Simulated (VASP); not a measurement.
# Co2S (P6/mmm) in VASP: notebook

Runs on Co2S. Level: PBE. Tasks: single point.

Everything below comes from runs of VASP 6.6.1. Logs are shortened: lines on timing, memory, paths and dates and some standing lists are left out, and cuts for length are marked.

### 1 The cell of the first run

The structure is hexagonal, space group P6/mmm (No. 191). Conventional cell: a = 3.928 Å, b = 3.928 Å, c = 2.918 Å, α = 90.00°, β = 90.00°, γ = 120.00°. Within 3.0 Å of Co (site symmetry -6m2) lie 5 Co at 2.27 to 2.92 Å and 6 S at 2.70 Å. Within 3.6 Å of S (site symmetry 6/mmm) lie 12 Co at 2.70 Å and 2 S at 2.92 Å.

### 2 Single point, PBE, collinear spin, ferromagnetic start

Input file INCAR:

```
ALGO     = Normal         # electronic algorithm
EDIFF    = 1E-6           # SCF threshold, eV
ENCUT    = 600            # plane-wave cutoff, eV
GGA      = PE             # functional
GGA_COMPAT= False        
ISIF     = 2              # what is computed and relaxed
ISMEAR   = 0              # smearing method
ISPIN    = 2              # spin polarisation
LASPH    = True           # aspherical terms in the spheres
LCHARG   = False          # write CHGCAR
LMAXMIX  = 4              # l up to which the mixer works
LORBIT   = 11             # projections on sites
LREAL    = False          # projectors in reciprocal space
LWAVE    = False          # write WAVECAR
MAGMOM   = 1.48 1.48 0.2  # initial moments
NBANDS   = 31             # bands
NELM     = 200            # most SCF steps
PREC     = Accurate       # precision mode
SIGMA    = 0.1            # smearing width, eV
```

Input file KPOINTS:

```
k-points
0
Gamma
  6 6 6
```

Input file POSCAR:

```
Co2S
1.0
    3.9277678936      0.0000000000      0.0000000000
   -1.9638839468      3.4015467760      0.0000000000
    0.0000000000      0.0000000000      2.9180613569
Co S
2 1
Direct
    0.3333333333      0.6666666667      0.5000000000
    0.6666666667      0.3333333333      0.5000000000
    0.0000000000      0.0000000000      0.0000000000
```

Potentials or basis: VASP PAW PBE potentials, release 64 (Co_sv, S).

Run with:

```console
$ cat potpaw_PBE.64/Co_sv/POTCAR potpaw_PBE.64/S/POTCAR > POTCAR
$ mpirun -np 1 vasp_std > vasp.out
```

OUTCAR:

```text
EDIFF = 1E-6
   ENCUT = 600
   GGA = PE
   ISIF = 2
   ISMEAR = 0
   ISPIN = 2
   LASPH = True
   LORBIT = 11
   LREAL = False
   NELM = 200
   PREC = Accurate

 ion  position               nearest neighbor table
   1  0.333  0.667  0.500-   2 2.27   2 2.27   2 2.27
   2  0.667  0.333  0.500-   1 2.27   1 2.27   1 2.27
   3  0.000  0.000  0.000-

  LATTYP: Found a hexagonal cell.
 ALAT       =     3.9277678936
 C/A-ratio  =     0.7429312108

  Lattice vectors:

 A1 = (   3.9277678936,   0.0000000000,   0.0000000000)
 A2 = (  -1.9638839468,   3.4015467760,   0.0000000000)
 A3 = (   0.0000000000,   0.0000000000,   2.9180613569)

Analysis of symmetry for initial positions (statically):
=====================================================================
 Subroutine PRICEL returns:
 Original cell was already a primitive cell.

 Routine SETGRP: Setting up the symmetry group for a
 hexagonal supercell.

 Subroutine GETGRP returns: Found 24 space group operations
 (whereof 24 operations were pure point group operations)
 out of a pool of 24 trial point group operations.

The static configuration has the point symmetry D_6h.

Analysis of symmetry for dynamics (positions and initial velocities):
=====================================================================
 Subroutine PRICEL returns:
 Original cell was already a primitive cell.

 Routine SETGRP: Setting up the symmetry group for a
 hexagonal supercell.

 Subroutine GETGRP returns: Found 24 space group operations
 (whereof 24 operations were pure point group operations)
 out of a pool of 24 trial point group operations.

The dynamic configuration has the point symmetry D_6h.

Analysis of structural, dynamic, and magnetic symmetry:
=====================================================================
 Subroutine PRICEL returns:
 Original cell was already a primitive cell.

 Routine SETGRP: Setting up the symmetry group for a
 hexagonal supercell.

 Subroutine GETGRP returns: Found 24 space group operations
 (whereof 24 operations were pure point group operations)
 out of a pool of 24 trial point group operations.

The overall configuration has the point symmetry D_6h.

 Subroutine INISYM returns: Found 24 space group operations
 (whereof 24 operations are pure point group operations),
 and found     1 'primitive' translations

----------------------------------------------------------------------------------------

                                     Primitive cell

  volume of cell :      38.9867

  direct lattice vectors                    reciprocal lattice vectors
     3.927767894  0.000000000  0.000000000     0.254597529  0.146991952  0.000000000
    -1.963883947  3.401546776  0.000000000     0.000000000  0.293983904  0.000000000
     0.000000000  0.000000000  2.918061357     0.000000000  0.000000000  0.342693274

  length of vectors
     3.927767894  3.927767894  2.918061357     0.293983904  0.293983904  0.342693274

  position of ions in fractional coordinates (direct lattice)
     0.333333333  0.666666667  0.500000000
     0.666666667  0.333333333  0.500000000
     0.000000000  0.000000000  0.000000000

  ion indices of the primitive-cell ions
   primitive index   ion index
                 1           1
                 2           2
                 3           3

----------------------------------------------------------------------------------------

 KPOINTS: k-points

Automatic generation of k-mesh.
 Grid dimensions read from file:
 generate k-points for:    6    6    6

 Generating k-lattice:

  Cartesian coordinates                     Fractional coordinates (reciprocal lattice)
     0.042432921  0.024498659  0.000000000     0.166666667  0.000000000  0.000000000
     0.000000000  0.048997317  0.000000000     0.000000000  0.166666667  0.000000000
     0.000000000  0.000000000  0.057115546     0.000000000  0.000000000  0.166666667

  Length of vectors
     0.048997317  0.048997317  0.057115546

  Shift w.r.t. Gamma in fractional coordinates (k-lattice)
     0.000000000  0.000000000  0.000000000

 Subroutine IBZKPT returns following result:
 ===========================================

 Found     28 irreducible k-points:

 Following reciprocal coordinates:
            Coordinates               Weight
  0.000000  0.000000  0.000000      1.000000
  0.166667  0.000000  0.000000      6.000000
  0.333333  0.000000  0.000000      6.000000
  0.500000  0.000000  0.000000      3.000000
  0.166667  0.166667  0.000000      6.000000
  0.333333  0.166667  0.000000     12.000000
[... 16 lines left out ...]
  0.166667  0.000000  0.500000      6.000000
  0.333333  0.000000  0.500000      6.000000
 [... further k-points ...]
   k-points           NKPTS =     28   k-points in BZ     NKDIM =     28   number of bands    NBANDS=     31
   number of dos      NEDOS =    301   number of ions     NIONS =      3
   total plane-waves  NPLWV =  24576
   dimension x,y,z NGX =    32 NGY =   32 NGZ =   24
   dimension x,y,z NGXF=    64 NGYF=   64 NGZF=   48
   ions per type =               2   1
   NGX,Y,Z   is equivalent  to a cutoff of  13.54, 13.54, 13.67 a.u.
   NGXF,Y,Z  is equivalent  to a cutoff of  27.09, 27.09, 27.35 a.u.
 SYSTEM =  unknown system
   PREC   = accura    normal or accurate (medium, high low for compatibility)
   ISTART =      0    job   : 0-new  1-cont  2-samecut
   ICHARG =      2    charge: 1-file 2-atom 10-const
   ISPIN  =      2    spin polarized calculation?
   LNONCOLLINEAR =      F non collinear calculations
   LSORBIT =      F    spin-orbit coupling
   LASPH  =      T    aspherical Exc in radial PAW
   ENCUT  =  600.0 eV  44.10 Ry    6.64 a.u.   7.84  7.84  5.83*2*pi/ulx,y,z
   NELM   =    200;   NELMIN=  2; NELMDL= -5     # of ELM steps
   EDIFF  = 0.1E-05   stopping-criterion for ELM
   LREAL  =      F    real-space projection
   EDIFFG = 0.1E-04   stopping-criterion for IOM
   NSW    =      0    number of steps for IOM
   IBRION =     -1    ionic relax: 0-MD 1-quasi-New 2-CG
   NFREE  =      0    steps in history (QN), initial steepest desc. (CG)
   ISIF   =      2    stress and relaxation
   ISYM   =      2    0-nonsym 1-usesym 2-fastsym
   POTIM  = 0.5000    time-step for ionic-motion
   TEBEG  =    0.0;   TEEND  =   0.0 temperature during run
   PSTRESS=    0.0 pullay stress
   NELECT =      40.0000    total number of electrons
   NUPDOWN=      -1.0000    fix difference up-down
   EMIN   =  10.00;   EMAX   =-10.00  energy-range for DOS
   EFERMI =   0.00;   METHOD = LEGACY
   ISMEAR =     0;   SIGMA  =   0.10  broadening in eV -4-tet -1-fermi 0-gaus
   EFERMI_NEDOS =   21; number of points for ismear=-14 and -15
   IALGO  =     38    algorithm
   IMIX   =      4    mixing-type and parameters
     AMIX     =   0.40;   BMIX     =  1.00
     AMIX_MAG =   1.60;   BMIX_MAG =  1.00
  volume/ion in A,a.u.               =      13.00        87.70
  Fermi-wavevector in a.u.,A,eV,Ry     =   1.651160  3.120241 37.093981  2.726331
  Thomas-Fermi vector in A             =   2.739987
   LORBIT       =     11    0 simple, 1 ext, 2 COOP (PROOUT), +10 PAW based schemes
   GGA     = PE    functional components
   LHFCALC =     F    Hartree Fock is set to
   AEXX    =    0.0000 exact exchange contribution
   IVDW    =     0    specifies the selected vdW correction
   LEPSILON=     F    determine dielectric tensor
   LRPA    =     F    only Hartree local field effects (RPA)
 spin polarized calculation
 Gauss-broadening in eV      SIGMA  =   0.10
  energy-cutoff  :      600.00
  volume of cell :       38.99
 maximum number of plane-waves:      1317
 NGX is ok and might be reduce to    32
   NGX = 15   NGY = 15   NGZ = 11

 number of electron      39.9999994 magnetization       3.7772670

 Free energy of the ion-electron system (eV)
  ---------------------------------------------------
  ext. energy  EPLUGINS =         0.00000000
  ---------------------------------------------------
  free energy    TOTEN  =       -16.62371266 eV

  energy without entropy =      -16.60225187  energy(sigma->0) =      -16.61298227

 E-fermi :  10.3451     XC(G=0): -12.4823

 val. band max:       10.3355254495   @ k =   0.1667   0.0000   0.1667
 cond. band min:      10.3521556891   @ k =   0.3333   0.3333   0.1667
 fundamental gap:      0.0166302396
 Fermi energy:        10.3451369807

 spin component 1

 k-point     1 :       0.0000    0.0000    0.0000
  band No.  band energies     occupation
      1     -85.8639      1.00000
      2     -85.7780      1.00000
      3     -49.2715      1.00000
      4     -49.2715      1.00000
      5     -49.0736      1.00000
      6     -49.0074      1.00000
[... 23 lines left out ...]
     30      24.4981      0.00000
     31      26.5700      0.00000
[... 751 lines left out ...]
      1     -85.8438      1.00000
      2     -85.7944      1.00000
      3     -49.2858      1.00000
      4     -49.2207      1.00000
      5     -49.0880      1.00000
      6     -49.0482      1.00000
[... 23 lines left out ...]
     30      24.6109      0.00000
     31      26.3761      0.00000

 [... further k-points ...]

 spin component 2

 k-point     1 :       0.0000    0.0000    0.0000
  band No.  band energies     occupation
      1     -83.6725      1.00000
      2     -83.5805      1.00000
      3     -47.1562      1.00000
      4     -47.1562      1.00000
      5     -46.9270      1.00000
      6     -46.8551      1.00000
[... 23 lines left out ...]
     30      24.6928      0.00000
     31      27.0362      0.00000
[... 751 lines left out ...]
      1     -83.6510      1.00000
      2     -83.5980      1.00000
      3     -47.1717      1.00000
      4     -47.1011      1.00000
      5     -46.9438      1.00000
      6     -46.9001      1.00000
[... 23 lines left out ...]
     30      25.0528      0.00000
     31      26.6175      0.00000

 [... further k-points ...]

------------------------ aborting loop because EDIFF is reached ----------------------------------------

  FORCE on cell =-STRESS in cart. coord.  units (eV):
  Direction    XX          YY          ZZ          XY          YZ          ZX
  --------------------------------------------------------------------------------------
  -------------------------------------------------------------------------------------
  Total       -0.5094036     -0.5094036     -0.5470151      0.0000000     -0.0000000     -0.0000000
  in kB      -20.9341766    -20.9341766    -22.4798416      0.0000000     -0.0000000     -0.0000000
  external PRESSURE =     -21.4493983 kB  Pullay stress =       0.0000000 kB

 VOLUME and BASIS-vectors are now :
 -----------------------------------------------------------------------------
  energy-cutoff  :      600.00
  volume of cell :       38.99
      direct lattice vectors                 reciprocal lattice vectors
     3.927767894  0.000000000  0.000000000     0.254597529  0.146991952  0.000000000
    -1.963883947  3.401546776  0.000000000     0.000000000  0.293983904  0.000000000
     0.000000000  0.000000000  2.918061357     0.000000000  0.000000000  0.342693274

 POSITION                                       TOTAL-FORCE (eV/Angst)
 -----------------------------------------------------------------------------------
     -0.00000      2.26770      1.45903         0.000000      0.000000      0.000000
      1.96388      1.13385      1.45903        -0.000000     -0.000000      0.000000
      0.00000      0.00000      0.00000        -0.000000      0.000000      0.000000
 -----------------------------------------------------------------------------------
    total drift:                               -0.000000      0.000000      0.000000

  FREE ENERGIE OF THE ION-ELECTRON SYSTEM (eV)
  ---------------------------------------------------
  free  energy   TOTEN  =       -16.6237126620 eV

  energy  without entropy=      -16.6022518694  energy(sigma->0) =      -16.61298227

 total charge

# of ion       s       p       d       tot
------------------------------------------
    1        2.203   6.068   6.809  15.080
    2        2.203   6.068   6.809  15.080
    3        1.390   2.173   0.000   3.562
--------------------------------------------------
tot          5.796  14.309  13.618  33.723

 magnetization (x)

# of ion       s       p       d       tot
------------------------------------------
    1       -0.007  -0.001   1.821   1.812
    2       -0.007  -0.001   1.821   1.812
    3        0.013   0.139   0.000   0.152
--------------------------------------------------
tot         -0.002   0.137   3.642   3.777
```

It took 2.9 min on 1 thread of AMD EPYC 7R43 (Zen 3), shared host; peak memory 0.17 GiB.

What came out:

```
Free energy                                           : -16.6237 eV
Pressure                                              : -2.1 GPa
Net moment                                            : 3.78 μB per cell
Site moments                                          : Co +1.81; S +0.15 μB
Valence electrons inside the program's atomic spheres : Co 15.08; S 3.56
```

Stress tensor (GPa, compression positive):
```
-2.09  0.00  0.00
 0.00 -2.09  0.00
 0.00  0.00 -2.25
```

Levels at points of the mesh, in eV from the Fermi level:
Spin up:
| k point | band 18 | band 19 | band 20 | band 21 | band 22 | band 23 | band 24 | band 25 | band 26 | band 27 |
| --- | --- | --- | --- | --- | --- | --- | --- | --- | --- | --- |
| (0.00, 0.00, 0.00) | -1.77 | -1.71 | -1.71 | -0.63 | -0.23 | -0.23 | 3.51 | 3.51 | 7.56 | 8.62 |
| (0.50, 0.00, 0.00) | -1.96 | -1.47 | -1.44 | -1.15 | 0.78 | 1.05 | 5.68 | 7.53 | 8.91 | 9.92 |
| (0.00, 0.00, 0.50) | -2.82 | -1.86 | -1.00 | -0.05 | -0.05 | 1.97 | 4.03 | 7.76 | 7.76 | 8.57 |
| (0.50, 0.00, 0.50) | -1.41 | -1.31 | -1.05 | -0.99 | -0.14 | 0.64 | 3.06 | 3.28 | 6.12 | 8.07 |
Spin down:
```
           k point  band 14  band 15  band 16  band 17  band 18  band 19  band 20  band 21  band 22  band 23
(0.00, 0.00, 0.00)    -1.59    -1.50    -0.90    -0.85    -0.85    -0.54     0.36     0.36     1.22     1.22
(0.50, 0.00, 0.00)    -1.98    -1.85    -1.54    -1.16     0.05     0.38     0.65     0.66     1.55     1.87
(0.00, 0.00, 0.50)    -2.23    -1.64    -1.64    -1.21    -1.21    -0.36     0.81     1.57     1.57     2.03
(0.50, 0.00, 0.50)    -2.18    -2.02    -1.08     0.22     0.48     0.57     0.71     0.88     1.11     1.79
```

With open d or f shells a metallic result of PBE can be an artefact of self-interaction; +U or a hybrid may open a gap.

### 3 Single point, PBE, collinear spin, ferromagnetic start

This run uses another cell than the first one, of 12.85 Å³/atom.

Input file INCAR:

```
SYSTEM = Co2S
PREC = Accurate
ENCUT = 600
EDIFF = 1E-6
ISMEAR = 0
SIGMA = 0.1
LREAL = .FALSE.
LASPH = .TRUE.
NELM = 200
ALGO = Normal
ISIF = 2
LWAVE = .FALSE.
LCHARG = .FALSE.
ISPIN = 2
MAGMOM = 3 3 0
LORBIT = 11
LMAXMIX = 4
GGA = PE
NBANDS = 31
GGA_COMPAT = .FALSE.
```

Input file KPOINTS:

```
Automatic mesh
0
G
  6 6 6
  0 0 0
```

Input file POSCAR:

```
Co2S
1.0
    3.4543342999      0.0000000000      0.0000000000
   -1.7271671500      2.9915412569      0.0000000000
    0.0000000000      0.0000000000      3.7297629484
Co S
2 1
Direct
    0.3333333333      0.6666666667      0.5000000000
    0.6666666667      0.3333333333      0.5000000000
    0.0000000000      0.0000000000      0.0000000000
```

Potentials or basis: VASP PAW PBE potentials, release 64 (Co_sv, S).

Run with:

```console
$ cat potpaw_PBE.64/Co_sv/POTCAR potpaw_PBE.64/S/POTCAR > POTCAR
$ mpirun -np 1 vasp_std > vasp.out
```

Run time: 87 s. Hardware: 1 thread of Intel Xeon Platinum 8488C (Sapphire Rapids), shared host; peak memory 0.2 GiB.

Results (log left out):

| Quantity | Value |
| --- | --- |
| Free energy | -15.1742 eV |
| Pressure | 20.2 GPa |
| Net moment | 2.97 μB per cell |
| Site moments | Co +1.37; S +0.16 μB |
| Valence electrons inside the program's atomic spheres | Co 15.27; S 3.56 |

Stress tensor (GPa, compression positive):
```
 37.97   0.00   0.00
  0.00  37.97   0.00
  0.00   0.00 -15.21
```

Levels at points of the mesh, in eV from the Fermi level:
Spin up:
| k point | band 18 | band 19 | band 20 | band 21 | band 22 | band 23 | band 24 | band 25 |
| --- | --- | --- | --- | --- | --- | --- | --- | --- |
| (0.00, 0.00, 0.00) | -1.42 | -1.42 | -1.03 | -0.50 | -0.14 | -0.14 | 6.20 | 6.99 |
| (0.50, 0.00, 0.00) | -2.09 | -0.88 | -0.51 | -0.11 | 0.10 | 1.00 | 5.51 | 5.52 |
| (0.00, 0.00, 0.50) | -2.62 | -2.62 | -0.75 | 0.42 | 0.42 | 4.32 | 4.80 | 9.97 |
| (0.50, 0.00, 0.50) | -1.37 | -1.16 | -0.92 | -0.50 | -0.28 | 1.03 | 4.44 | 4.49 |
Spin down:
```
           k point  band 16  band 17  band 18  band 19  band 20  band 21  band 22  band 23
(0.00, 0.00, 0.00)    -1.98    -1.98     0.06     0.18     0.33     0.33     0.47     0.47
(0.50, 0.00, 0.00)    -2.43    -1.05    -0.65     0.78     0.96     0.99     1.19     1.38
(0.00, 0.00, 0.50)    -1.95    -1.95    -1.85    -1.85     0.51     1.71     1.71     4.51
(0.50, 0.00, 0.50)    -1.35    -0.84    -0.19     0.53     0.59     0.80     0.94     2.14
```

Caveat: the cell stands under pressure. With open d or f shells a metallic result of PBE can be an artefact of self-interaction; +U or a hybrid may open a gap.
